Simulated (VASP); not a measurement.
# Li2Se (Fm-3m) in VASP: notebook

Li2Se is run at these levels: PBEsol; tasks: relaxation of cell and atoms.

All numbers are computed with VASP 6.6.1; they aren't measurements. Logs are shortened: lines on timing, memory, paths and dates and some standing lists are left out, and cuts for length are marked.

## Step 1: The cell of the first run

It takes space group Fm-3m (No. 225, cubic). Conventional cell: a = 5.945 Å, b = 5.945 Å, c = 5.945 Å, α = 90.00°, β = 90.00°, γ = 90.00°. Li (site symmetry -43m) has 4 Se at 2.57 Å and 6 Li at 2.97 Å within 3.4 Å. Within 3.4 Å of Se (site symmetry m-3m) lie 8 Li at 2.57 Å.

## Step 2: Relaxation of cell and atoms, PBEsol, target pressure 10 GPa, at which the enthalpy is minimised

File INCAR:

```
  PREC = Accurate
  ENCUT = 750
  EDIFF = 1E-7
  ISMEAR = 0
  SIGMA = 0.01
  LREAL = False
  LASPH = True
  NELM = 120
  ALGO = Normal
  ISIF = 3
  LWAVE = False
  LCHARG = False
  GGA = PS
  IBRION = 2
  NSW = 100
  EDIFFG = -0.002
  PSTRESS = 100.0
  GGA_COMPAT = False
  NELMIN = 4
```

File KPOINTS:

```
regular mesh
0
Gamma
  6 6 6
```

File POSCAR:

```
Li2Se
1.0
    0.0000000000      2.9723716869      2.9723716869
    2.9723716869      0.0000000000      2.9723716869
    2.9723716869      2.9723716869      0.0000000000
Li Se
2 1
Direct
    0.2500000000      0.2500000000      0.2500000000
    0.7500000000      0.7500000000      0.7500000000
    0.0000000000      0.0000000000      0.0000000000
```

Potentials or basis: VASP PAW PBE potentials, release 64 (Li_sv, Se).

Launch:

```sh
> cat potpaw_PBE.64/Li_sv/POTCAR potpaw_PBE.64/Se/POTCAR > POTCAR
> mpirun -np 1 vasp_std > vasp.out
```

OUTCAR:

```text
PREC = Accurate
   ENCUT = 750
   EDIFF = 1E-7
   ISMEAR = 0
   LREAL = False
   LASPH = True
   NELM = 120
   ISIF = 3
   GGA = PS
   IBRION = 2
   NSW = 100
   EDIFFG = -0.002
   PSTRESS = 100.0
   NELMIN = 4

 ion  position               nearest neighbor table
   1  0.250  0.250  0.250-   3 2.57   3 2.57   3 2.57   3 2.57
   2  0.750  0.750  0.750-   3 2.57   3 2.57   3 2.57   3 2.57
   3  0.000  0.000  0.000-   2 2.57   2 2.57   2 2.57   1 2.57   1 2.57   1 2.57   2 2.57   1 2.57

  LATTYP: Found a face centered cubic cell.
 ALAT       =     5.9447433738

  Lattice vectors:

 A1 = (   0.0000000000,   2.9723716869,   2.9723716869)
 A2 = (   2.9723716869,   0.0000000000,   2.9723716869)
 A3 = (   2.9723716869,   2.9723716869,   0.0000000000)

Analysis of symmetry for initial positions (statically):
=====================================================================
 Subroutine PRICEL returns:
 Original cell was already a primitive cell.

 Routine SETGRP: Setting up the symmetry group for a
 face centered cubic supercell.

 Subroutine GETGRP returns: Found 48 space group operations
 (whereof 48 operations were pure point group operations)
 out of a pool of 48 trial point group operations.

The static configuration has the point symmetry O_h .

Analysis of symmetry for dynamics (positions and initial velocities):
=====================================================================
 Subroutine PRICEL returns:
 Original cell was already a primitive cell.

 Routine SETGRP: Setting up the symmetry group for a
 face centered cubic supercell.

 Subroutine GETGRP returns: Found 48 space group operations
 (whereof 48 operations were pure point group operations)
 out of a pool of 48 trial point group operations.

The dynamic configuration has the point symmetry O_h .

 Subroutine INISYM returns: Found 48 space group operations
 (whereof 48 operations are pure point group operations),
 and found     1 'primitive' translations

----------------------------------------------------------------------------------------

                                     Primitive cell

  volume of cell :      52.5218

  direct lattice vectors                    reciprocal lattice vectors
     0.000000000  2.972371687  2.972371687    -0.168215840  0.168215840  0.168215840
     2.972371687  0.000000000  2.972371687     0.168215840 -0.168215840  0.168215840
     2.972371687  2.972371687  0.000000000     0.168215840  0.168215840 -0.168215840

  length of vectors
     4.203568352  4.203568352  4.203568352     0.291358381  0.291358381  0.291358381

  position of ions in fractional coordinates (direct lattice)
     0.250000000  0.250000000  0.250000000
     0.750000000  0.750000000  0.750000000
     0.000000000  0.000000000  0.000000000

  ion indices of the primitive-cell ions
[... 59 lines left out ...]
   ISTART =      0    job   : 0-new  1-cont  2-samecut
   ICHARG =      2    charge: 1-file 2-atom 10-const
   ISPIN  =      1    spin polarized calculation?
   LNONCOLLINEAR =      F non collinear calculations
   LSORBIT =      F    spin-orbit coupling
   LASPH  =      T    aspherical Exc in radial PAW
   ENCUT  =  750.0 eV  55.12 Ry    7.42 a.u.   9.39  9.39  9.39*2*pi/ulx,y,z
   NELM   =    120;   NELMIN=  4; NELMDL= -5     # of ELM steps
   EDIFF  = 0.1E-06   stopping-criterion for ELM
   LREAL  =      F    real-space projection
   EDIFFG = -.2E-02   stopping-criterion for IOM
   NSW    =    100    number of steps for IOM
   IBRION =      2    ionic relax: 0-MD 1-quasi-New 2-CG
   NFREE  =      1    steps in history (QN), initial steepest desc. (CG)
   ISIF   =      3    stress and relaxation
   ISYM   =      2    0-nonsym 1-usesym 2-fastsym
   POTIM  = 0.5000    time-step for ionic-motion
   TEBEG  =    0.0;   TEEND  =   0.0 temperature during run
   PSTRESS=  100.0 pullay stress
   NELECT =      12.0000    total number of electrons
   NUPDOWN=      -1.0000    fix difference up-down
   EMIN   =  10.00;   EMAX   =-10.00  energy-range for DOS
   EFERMI =   0.00;   METHOD = LEGACY
   ISMEAR =     0;   SIGMA  =   0.01  broadening in eV -4-tet -1-fermi 0-gaus
   EFERMI_NEDOS =   21; number of points for ismear=-14 and -15
   IALGO  =     38    algorithm
   IMIX   =      4    mixing-type and parameters
     AMIX     =   0.40;   BMIX     =  1.00
     AMIX_MAG =   1.60;   BMIX_MAG =  1.00
  volume/ion in A,a.u.               =      17.51       118.14
  Fermi-wavevector in a.u.,A,eV,Ry     =   1.000819  1.891273 13.628117  1.001638
  Thomas-Fermi vector in A             =   2.133200
   LORBIT       =      0    0 simple, 1 ext, 2 COOP (PROOUT), +10 PAW based schemes
   GGA     = PS    functional components
   LHFCALC =     F    Hartree Fock is set to
   AEXX    =    0.0000 exact exchange contribution
   IVDW    =     0    specifies the selected vdW correction
   LEPSILON=     F    determine dielectric tensor
   LRPA    =     F    only Hartree local field effects (RPA)
 conjugate gradient relaxation of ions
 non-spin polarized calculation
 Gauss-broadening in eV      SIGMA  =   0.01
  energy-cutoff  :      750.00
  volume of cell :       52.52
 maximum number of plane-waves:      2475
 NGX is ok and might be reduce to    40
   NGX = 19   NGY = 19   NGZ = 19

--------------------------------------- Ionic step        1  -------------------------------------------

 number of electron      12.0000000 magnetization

 Free energy of the ion-electron system (eV)
  ---------------------------------------------------
  ext. energy  EPLUGINS =         0.00000000
  ---------------------------------------------------
  free energy    TOTEN  =       -11.55939723 eV

  energy without entropy =      -11.55939723  energy(sigma->0) =      -11.55939723

 E-fermi :   1.1655     XC(G=0):  -8.4921

 val. band max:        1.0921701940   @ k =   0.0000   0.0000   0.0000
 cond. band min:       3.9003704274   @ k =   0.5000   0.5000   0.0000
 fundamental gap:      2.8082002334
 Fermi energy:         1.1654634286

 k-point     1 :       0.0000    0.0000    0.0000
  band No.  band energies     occupation
      1     -42.8789      2.00000
      2     -42.8499      2.00000
      3     -10.3988      2.00000
      4       1.0922      2.00000
      5       1.0922      2.00000
      6       1.0922      2.00000
      7       4.4565      0.00000
      8       6.6712      0.00000
      9       6.6712      0.00000
     10       6.6712      0.00000
[... 348 lines left out ...]
--------------------------------------- Ionic step        5  -------------------------------------------

 number of electron      11.9999999 magnetization

 Free energy of the ion-electron system (eV)
  ---------------------------------------------------
  ext. energy  EPLUGINS =         0.00000000
  ---------------------------------------------------
  free energy    TOTEN  =       -11.31423983 eV

  energy without entropy =      -11.31423983  energy(sigma->0) =      -11.31423983

 E-fermi :   2.4967     XC(G=0):  -9.2308

 val. band max:        2.3568990259   @ k =   0.0000   0.0000   0.0000
 cond. band min:       4.9280219025   @ k =   0.5000   0.5000   0.0000
 fundamental gap:      2.5711228766
 Fermi energy:         2.4967004752

 k-point     1 :       0.0000    0.0000    0.0000
  band No.  band energies     occupation
      1     -41.4216      2.00000
      2     -41.3595      2.00000
      3      -9.7405      2.00000
      4       2.3569      2.00000
      5       2.3569      2.00000
      6       2.3569      2.00000
      7       6.6187      0.00000
      8       7.9554      0.00000
      9       7.9554      0.00000
     10       7.9554      0.00000
[... 227 lines left out ...]
  energy  without entropy=      -11.3142398311  energy(sigma->0) =      -11.31423983

  enthalpy is  TOTEN    =        -8.6081644787 eV   P V=        2.7060753524

 reached required accuracy - stopping structural energy minimisation
```

OSZICAR:

```text
N       E                     dE             d eps       ncg     rms          rms(c)
DAV:   1     0.451687420406E+02    0.45169E+02   -0.69937E+03   320   0.150E+03
DAV:   2    -0.577315324344E+01   -0.50942E+02   -0.49383E+02   390   0.226E+02
DAV:   3    -0.114160844828E+02   -0.56429E+01   -0.56252E+01   526   0.575E+01
[... 45 lines left out ...]
DAV:   2    -0.113142577576E+02    0.59540E-04   -0.24721E-04   416   0.121E-01    0.327E-02
DAV:   3    -0.113142408138E+02    0.16944E-04   -0.54735E-05   344   0.457E-02    0.141E-02
DAV:   4    -0.113142399142E+02    0.89954E-06   -0.25211E-06   488   0.120E-02    0.565E-03
DAV:   5    -0.113142398138E+02    0.10045E-06   -0.51039E-07   556   0.566E-03    0.212E-03
DAV:   6    -0.113142398311E+02   -0.17296E-07   -0.51678E-08   178   0.284E-03
   5 F= -.86081645E+01 E0= -.86081645E+01  d E =-.296886E-04
```

CONTCAR:

```text
Li2Se
   1.00000000000000
    -0.0000000000000000    2.7883042291404032    2.7883042291404032
     2.7883042291404032   -0.0000000000000000    2.7883042291404032
     2.7883042291404032    2.7883042291404032    0.0000000000000000
  Li              Se
     2     1
Direct
     0.2500000000000000    0.2500000000000000    0.2500000000000000
     0.7500000000000000    0.7500000000000000    0.7500000000000000
     0.0000000000000000    0.0000000000000000    1.0000000000000000

  0.00000000E+00  0.00000000E+00  0.00000000E+00
  0.00000000E+00  0.00000000E+00  0.00000000E+00
  0.00000000E+00  0.00000000E+00  0.00000000E+00
```

Run time: 63 s. Hardware: 1 thread of Intel Xeon Platinum 8488C (Sapphire Rapids), shared host; peak memory 0.25 GiB.

What came out:

```
Free energy                                            : -11.3142 eV
Relaxed volume                                         : 14.45 Å³/atom
Relaxed cell                                           : a = 3.943 Å, b = 3.943 Å, c = 3.943 Å, α = 60.00°, β = 60.00°, γ = 60.00°
Space group after relaxing (to 0.05 Å)                 : Fm-3m (No. 225)
Energy change on relaxing (the enthalpy is what falls) : +81.7 meV/atom
Ionic steps                                            : 5
Pressure after relaxing                                : 10.0 GPa
Band gap on the k mesh                                 : 2.57 eV, indirect (least direct gap 4.26 eV)
```

The path:
```tsv
step	energy change (eV)	largest force (eV/Å)	pressure (GPa)	volume (Å³)
1	0.0000	0.0000	0.02	52.52
2	0.1722	0.0000	7.99	44.66
3	0.2392	0.0000	9.85	43.45
4	0.2498	0.0000	10.13	43.28
5	0.2452	0.0000	10.00	43.36
```

Final structure:
```cif
data_structure
_symmetry_space_group_name_H-M 'P 1'
_symmetry_Int_Tables_number 1
_cell_length_a 3.9433
_cell_length_b 3.9433
_cell_length_c 3.9433
_cell_angle_alpha 60.000
_cell_angle_beta 60.000
_cell_angle_gamma 60.000
_cell_volume 43.36
loop_
_atom_site_label
_atom_site_type_symbol
_atom_site_fract_x
_atom_site_fract_y
_atom_site_fract_z
_atom_site_occupancy
Li1 Li 0.25000 0.25000 0.25000 1
Li2 Li 0.75000 0.75000 0.75000 1
Se1 Se 0.00000 0.00000 0.00000 1
```

Caveat: the cell is relaxed towards a set pressure, so the enthalpy falls and the energy may rise; the volume moved by over 15 % at a fixed basis, so the end points are rough; the PAW data sets were made with another functional, which shifts forces and pressure a little. A k mesh can miss the band edges.

## Step 3: Relaxation of cell and atoms, PBEsol, target pressure 15 GPa, at which the enthalpy is minimised

File INCAR:

```
  PREC = Accurate
  ENCUT = 750
  EDIFF = 1E-7
  ISMEAR = 0
  SIGMA = 0.01
  LREAL = F
  LASPH = T
  NELM = 120
  ALGO = Normal
  ISIF = 3
  LWAVE = F
  LCHARG = F
  GGA = PS
  IBRION = 2
  NSW = 100
  EDIFFG = -0.002
  PSTRESS = 150.0
  GGA_COMPAT = F
  NELMIN = 4
```

KPOINTS is that of step 2.

POSCAR is that of step 2.

Potentials or basis: VASP PAW PBE potentials, release 64 (Li_sv, Se).

Launch:

```sh
> cat potpaw_PBE.64/Li_sv/POTCAR potpaw_PBE.64/Se/POTCAR > POTCAR
> mpirun -np 1 vasp_std > vasp.out
```

It took 91 s on 1 thread of Intel Xeon Platinum 8488C (Sapphire Rapids), shared host; peak memory 0.25 GiB.

The run converged. Its results:

```
Free energy                                            : -11.1099 eV
Relaxed volume                                         : 13.57 Å³/atom
Relaxed cell                                           : a = 3.861 Å, b = 3.861 Å, c = 3.861 Å, α = 60.00°, β = 60.00°, γ = 60.00°
Space group after relaxing (to 0.05 Å)                 : Fm-3m (No. 225)
Energy change on relaxing (the enthalpy is what falls) : +149.8 meV/atom
Ionic steps                                            : 19
Pressure after relaxing                                : 15.0 GPa
Band gap on the k mesh                                 : 2.46 eV, indirect (least direct gap 4.59 eV)
```

Step by step:
```csv
step,energy change (eV),largest force (eV/Å),pressure (GPa),volume (Å³)
1,0.0000,0.0000,0.02,52.52
2,0.4203,0.0000,14.32,41.03
3,0.4477,0.0000,14.96,40.73
4,0.4478,0.0000,14.96,40.73
5,0.4478,0.0000,14.96,40.73
6,0.4478,0.0000,14.96,40.73
7,0.4478,0.0000,14.96,40.73
8,0.4478,0.0000,14.96,40.73
9,0.4478,0.0000,14.96,40.73
10,0.4478,0.0000,14.96,40.73
11,0.4478,0.0000,14.96,40.73
12,0.4478,0.0000,14.96,40.73
13,0.4478,0.0000,14.96,40.73
14,0.4478,0.0000,14.96,40.73
15,0.4479,0.0000,14.96,40.73
16,0.4480,0.0000,14.96,40.73
17,0.4482,0.0000,14.96,40.73
18,0.4486,0.0000,14.97,40.72
19,0.4495,0.0000,14.99,40.71
```

Final structure:
```yaml
crystal:
  lattice:
    - [0.00000, 2.73045, 2.73045]
    - [2.73045, 0.00000, 2.73045]
    - [2.73045, 2.73045, 0.00000]
  atoms:
    - { symbol: Li, position: [0.25000, 0.25000, 0.25000] }
    - { symbol: Li, position: [0.75000, 0.75000, 0.75000] }
    - { symbol: Se, position: [0.00000, 0.00000, 0.00000] }
```

Levels at points of the mesh, in eV from the valence-band top:
| k point | band 3 | band 4 | band 5 | band 6 | band 7 | band 8 | band 9 | band 10 |
| --- | --- | --- | --- | --- | --- | --- | --- | --- |
| (0.00, 0.00, 0.00) | -12.33 | 0.00 | 0.00 | 0.00 | 4.59 | 5.58 | 5.58 | 5.58 |
| (0.50, 0.00, 0.00) | -11.71 | -4.07 | -0.80 | -0.80 | 5.91 | 5.91 | 6.29 | 8.98 |
| (0.50, 0.50, 0.00) | -11.53 | -3.04 | -2.17 | -2.17 | 2.46 | 6.86 | 12.25 | 12.25 |

Caveat: the cell is relaxed towards a set pressure, so the enthalpy falls and the energy may rise; the volume moved by over 15 % at a fixed basis, so the end points are rough; the PAW data sets were made with another functional, which shifts forces and pressure a little. A k mesh can miss the band edges.
